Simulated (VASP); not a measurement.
MgSnO4: single point with PBE

Crystal: MgSnO4.

```
CELL_PARAMETERS angstrom
3.38313 -3.41752 0.00000
3.38313 3.41752 0.00000
0.00000 0.00000 3.21654
ATOMIC_POSITIONS crystal
Mg 0.50000 0.50000 0.00000
Sn 0.00000 0.00000 0.50000
O 0.19842 0.80158 0.00000
O 0.80158 0.19842 0.00000
O 0.30205 0.30205 0.50000
O 0.69795 0.69795 0.50000
```

The cell was generated, and may not be a known phase.

```yaml
Program: VASP 6.6.1
Task: single point
Functional: PBE
Potentials_or_basis: VASP PAW PBE potentials, release 64 (Mg, Sn_d, O)
Cutoff: 520 eV
k_mesh: 4 × 4 × 6
Occupations: gaussian, width 0.1 eV
Spin: no spin polarisation
```

```yaml
Pressure: 0.1 GPa
Largest_force: 0.079 eV/Å
Band_gap_on_the_k_mesh: zero (bands 20 and 21 overlap by 0.63 eV)
```

Forces on the atoms (eV/Å):
```
Mg   0.000  0.000  0.000
Sn   0.000  0.000  0.000
O    0.000 -0.071  0.000
O    0.000  0.071  0.000
O    0.079  0.000  0.000
O   -0.079  0.000  0.000
```

Stress tensor (GPa, compression positive):
```
 0.24  0.00  0.00
 0.00 -0.10  0.00
 0.00  0.00  0.08
```

Levels at points of the mesh, in eV from the Fermi level:
```
           k point  band 16  band 17  band 18  band 19  band 20  band 21  band 22  band 23  band 24  band 25
(0.00, 0.00, 0.00)    -0.58    -0.30    -0.17     0.03     0.19     0.57     3.59     7.42     9.54     9.58
(0.50, 0.00, 0.00)    -0.91    -0.81    -0.27    -0.17     0.00     0.27     5.17     7.38     9.43    10.71
(0.50, 0.50, 0.00)    -0.84    -0.65    -0.56    -0.40    -0.38    -0.21     5.22     8.13    10.01    10.55
(0.00, 0.00, 0.50)    -1.62    -1.05    -0.86    -0.74    -0.51    -0.45     6.63     9.70    11.29    11.79
(0.50, 0.00, 0.50)    -0.94    -0.89    -0.32    -0.23    -0.08     0.06     6.69     9.69     9.89    11.56
(0.50, 0.50, 0.50)    -0.82    -0.74    -0.33    -0.19    -0.01     0.17     5.85     9.17     9.74    11.37
```

Run time: 38 s on 1 thread of Intel(R) Xeon(R) Platinum 8488C (Sapphire Rapids), with other jobs on the host, peak memory 0.21 GiB.

Caveat: semilocal functionals underestimate gaps, and a narrow one can read as zero; spin-orbit coupling is left out, which moves the levels of the heavy elements.
